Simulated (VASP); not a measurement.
# Tc (Im-3m) in VASP: further runs, part 2 of 2

VASP 6.6.1.

**3. Relaxation of cell and atoms, r2SCAN**

This run uses another cell than the first one, of 14.33 Å³/atom.

Contents of POSCAR:

```
Tc
1.0
   -1.5300000000      1.5300000000      1.5300000000
    1.5300000000     -1.5300000000      1.5300000000
    1.5300000000      1.5300000000     -1.5300000000
Tc
1
Direct
    0.0000000000      0.0000000000      0.0000000000
```

Contents of INCAR.step1:

```
PREC = Accurate ; ENCUT = 550
ISMEAR = 0 ; SIGMA = 0.1
LREAL = False ; LASPH = True
NELM = 120 ; GGA = PE
ALGO = Normal ; EDIFF = 1E-5
LWAVE = True ; LCHARG = False
GGA_COMPAT = False ; IBRION = 2
ISIF = 3 ; EDIFFG = -0.005
NELMIN = 4 ; NSW = 100
```

Contents of INCAR.step2:

```
PREC = Accurate ; ENCUT = 550
EDIFF = 1E-7 ; ISMEAR = 0
SIGMA = 0.1 ; LREAL = False
LASPH = True ; NELM = 120
ALGO = Normal ; ISIF = 3
LWAVE = False ; LCHARG = False
METAGGA = R2SCAN ; LMIXTAU = True
IBRION = 2 ; NSW = 50
EDIFFG = -0.03 ; ISTART = 1
GGA_COMPAT = False ; NELMIN = 4
```

Contents of KPOINTS:

```
Automatic mesh
0
Gamma
  20 20 20
```

Potentials or basis: VASP PAW PBE potentials, release 64 (Tc_pv).

On the command line:

```sh
$ cat potpaw_PBE.64/Tc_pv/POTCAR > POTCAR
$ cp INCAR.step1 INCAR
$ mpirun -np 1 vasp_std > vasp.out
$ cp INCAR.step2 INCAR
$ mpirun -np 1 vasp_std > vasp.out
```

OUTCAR:

```text
PREC = Accurate
   ENCUT = 550
   EDIFF = 1E-7
   ISMEAR = 0
   LREAL = False
   LASPH = True
   NELM = 120
   ISIF = 3
   METAGGA = R2SCAN
   IBRION = 2
   NSW = 50
   EDIFFG = -0.03
   ISTART = 1
   NELMIN = 4

 ion  position               nearest neighbor table
   1  0.000  0.000  0.000-

  LATTYP: Found a body centered cubic cell.
 ALAT       =     3.0600000000

  Lattice vectors:

 A1 = (  -1.5300000000,   1.5300000000,   1.5300000000)
 A2 = (   1.5300000000,  -1.5300000000,   1.5300000000)
 A3 = (   1.5300000000,   1.5300000000,  -1.5300000000)

Analysis of symmetry for initial positions (statically):
=====================================================================
 Subroutine PRICEL returns:
 Original cell was already a primitive cell.

 Routine SETGRP: Setting up the symmetry group for a
 body centered cubic supercell.

 Subroutine GETGRP returns: Found 48 space group operations
 (whereof 48 operations were pure point group operations)
 out of a pool of 48 trial point group operations.

The static configuration has the point symmetry O_h .

[... 168 lines left out ...]
  in kB       20.1529052     20.1529052     20.1529052     -0.0000000     -0.0000000     -0.0000000
  external PRESSURE =      20.1529052 kB  Pullay stress =       0.0000000 kB
[... 57 lines left out ...]
--------------------------------------- Ionic step        3  -------------------------------------------

 number of electron      13.0000004 magnetization

 Free energy of the ion-electron system (eV)
  ---------------------------------------------------
  ext. energy  EPLUGINS =         0.00000000
  ---------------------------------------------------
  free energy    TOTEN  =       -25.75257019 eV

  energy without entropy =      -25.74681239  energy(sigma->0) =      -25.74969129

 E-fermi :  13.1476     XC(G=0): -15.0827

 val. band max:       13.1447162187   @ k =  -0.3500   0.4000   0.3000
 cond. band min:      13.1743440233   @ k =  -0.3000   0.5000   0.0500
 fundamental gap:      0.0296278046
 Fermi energy:        13.1476295210

 k-point     1 :       0.0000    0.0000    0.0000
  band No.  band energies     occupation
      1     -27.0092      2.00000
      2     -27.0092      2.00000
      3     -27.0092      2.00000
      4       4.7271      2.00000
      5      10.5710      2.00000
      6      10.5710      2.00000
      7      10.5710      2.00000
      8      13.7961      0.00000
      9      13.7961      0.00000
     10      29.6686      0.00000
[... 287 lines left out ...]
 k-point    24 :       0.2500    0.1000   -0.0000
  band No.  band energies     occupation
      1     -27.9262      2.00000
      2     -27.3100      2.00000
      3     -27.0615      2.00000
      4       7.3481      2.00000
      5       9.1983      2.00000
      6      10.5009      2.00000
      7      13.1343      1.14897
      8      14.2329      0.00000
      9      14.6675      0.00000
     10      28.5528      0.00000

 [... further k-points ...]

------------------------ aborting loop because EDIFF is reached ----------------------------------------

  FORCE on cell =-STRESS in cart. coord.  units (eV):
  Direction    XX          YY          ZZ          XY          YZ          ZX
  --------------------------------------------------------------------------------------
  -------------------------------------------------------------------------------------
  Total        0.0001764      0.0001764      0.0001764      0.0000000      0.0000000     -0.0000000
  in kB        0.0195999      0.0195999      0.0195999      0.0000000      0.0000000     -0.0000000
  external PRESSURE =       0.0195999 kB  Pullay stress =       0.0000000 kB
[... 16 lines left out ...]
  FREE ENERGIE OF THE ION-ELECTRON SYSTEM (eV)
  ---------------------------------------------------
  free  energy   TOTEN  =       -25.7525701894 eV

  energy  without entropy=      -25.7468123897  energy(sigma->0) =      -25.74969129

 reached required accuracy - stopping structural energy minimisation
```

OUTCAR.step1:

```text
PREC = Accurate
   ENCUT = 550
   ISMEAR = 0
   LREAL = False
   LASPH = True
   NELM = 120
   GGA = PE
   EDIFF = 1E-5
[... 632 lines left out ...]
  -------------------------------------------------------------------------------------
  Total       -0.0045913     -0.0045913     -0.0045913      0.0000000      0.0000000      0.0000000
  in kB       -0.5043956     -0.5043956     -0.5043956      0.0000000      0.0000000      0.0000000
  external PRESSURE =      -0.5043956 kB  Pullay stress =       0.0000000 kB
[... 16 lines left out ...]
  FREE ENERGIE OF THE ION-ELECTRON SYSTEM (eV)
  ---------------------------------------------------
  free  energy   TOTEN  =       -10.1053280203 eV

  energy  without entropy=      -10.0986382027  energy(sigma->0) =      -10.10198311

 reached required accuracy - stopping structural energy minimisation
```

Run time: 5.3 min. Hardware: 1 thread of Intel Xeon 6975P-C (Granite Rapids), shared host; peak memory 0.16 GiB.

Results:

```
Free energy                           : -25.7526 eV
Relaxed volume                        : 14.42 Å³/atom
Relaxed cell                          : a = 2.656 Å, b = 2.656 Å, c = 2.656 Å, α = 109.47°, β = 109.47°, γ = 109.47°
Space group after relaxing (to 0.1 Å) : Im-3m (No. 229)
Energy gained by relaxing             : 0.6 meV/atom
Ionic steps                           : 3
Pressure after relaxing               : 0.0 GPa
Band gap on the k mesh                : zero (an odd number of electrons rules out a gap without spin polarisation)
```

The path:
```tsv
step	energy change (eV)	largest force (eV/Å)	pressure (GPa)	volume (Å³)
1	0.0000	0.0000	2.02	14.33
2	0.0049	0.0000	-5.99	14.70
3	-0.0006	0.0000	0.00	14.42
```

Final structure:
```
Tc
1.0
    -1.53319    1.53319    1.53319
     1.53319   -1.53319    1.53319
     1.53319    1.53319   -1.53319
Tc
1
Direct
  0.00000 0.00000 0.00000
```

Levels at points of the mesh, in eV from the Fermi level:
| k point | band 3 | band 4 | band 5 | band 6 | band 7 | band 8 | band 9 | band 10 |
| --- | --- | --- | --- | --- | --- | --- | --- | --- |
| (0.00, 0.00, 0.00) | -40.16 | -8.42 | -2.58 | -2.58 | -2.58 | 0.65 | 0.65 | 16.52 |
| (0.50, 0.00, 0.00) | -40.17 | -6.47 | -4.62 | 0.61 | 1.13 | 1.24 | 3.46 | 11.46 |
| (0.50, 0.50, 0.50) | -41.09 | -6.55 | -6.55 | 2.74 | 2.74 | 2.74 | 9.50 | 9.50 |

Caveat: the PAW data sets were made with another functional, which shifts forces and pressure a little.

The gap in the log of VASP goes by the Fermi energy; the results here count the filled bands.